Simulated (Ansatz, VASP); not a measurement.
# One calculation of CuP, two programs

The input INCAR:

```
SYSTEM = CuP
PREC     = Accurate       ! precision mode
ENCUT    = 520            ! plane-wave cutoff, eV
EDIFF    = 1E-7           ! SCF threshold, eV
ISMEAR   = 0              ! smearing method
SIGMA    = 0.05           ! smearing width, eV
LREAL    = .False.        ! projectors in reciprocal space
LASPH    = .True.         ! aspherical terms in the spheres
NELM     = 100            ! most SCF steps
ALGO     = Normal         ! electronic algorithm
ISIF     = 2              ! what is computed and relaxed
LWAVE    = .False.        ! write WAVECAR
LCHARG   = .False.        ! write CHGCAR
GGA      = PS             ! functional
NBANDS   = 15             ! bands
```

The input KPOINTS:

```
regular mesh
0
Gamma
  12 12 12
  0 0 0
```

POSCAR

```
CuP
1.0
    0.0000000000      2.3864281752      2.3864281752
    2.3864281752      0.0000000000      2.3864281752
    2.3864281752      2.3864281752      0.0000000000
Cu P
1 1
Direct
    0.5000000000      0.5000000000      0.5000000000
    0.0419036286      0.0419036286     -0.0419036286
```

Input for Ansatz:

```yaml
crystal:
  lattice:
    - [0.0, 2.3864281752, 2.3864281752]
    - [2.3864281752, 0.0, 2.3864281752]
    - [2.3864281752, 2.3864281752, 0.0]
  atoms:
    - { symbol: Cu, position: [0.5, 0.5, 0.5] }
    - { symbol: P, position: [0.0419036286, 0.0419036286, -0.0419036286] }
basis:
  ecutwfc: 420
  ecutrho_ratio: 4
kpoints:
  mp_grid: { grid: [12, 12, 12] }
hamiltonian:
  xc: pbesol
scf:
  occupations: { method: gaussian, width: 0.05 }
output:
  forces: true
  stress: true
  eigenvalues: true
```

Alike in both runs: task single point; functional PBEsol; k mesh 12 × 12 × 12; occupations gaussian, width 0.05 eV; no spin polarisation.

```csv
,VASP,Ansatz
version,VASP 6.6.1,Ansatz 0.2.0
potentials or method,"VASP PAW PBE potentials, release 64 (Cu, P), cutoff 520 eV","scalar-relativistic, plane waves, PAW"
valence electrons in the cell,16,24
```

Ansatz gave:

```
gap on the k mesh at the Fermi level (eV)                     : none
pressure (GPa)                                                : 2.5
traceless stress, the component that is largest in VASP (GPa) : 5.65
rms of the force components (eV/Å)                            : 0.649
```

Q: Which values does VASP return?

A: gap on the k mesh at the Fermi level (eV): none; pressure (GPa): 2.9; traceless stress, the component that is largest in VASP (GPa): 5.64; rms of the force components (eV/Å): 0.656.

VASP's potentials were made for PBE, not for PBEsol. Atom by atom the forces differ by 0.007 eV/Å (rms over components). A gap of «none» marks a metal or a gap that the smearing closes. VASP's potentials hold 16 valence electrons a cell and Ansatz's 24, so a difference there can come from the potentials and not from the codes.
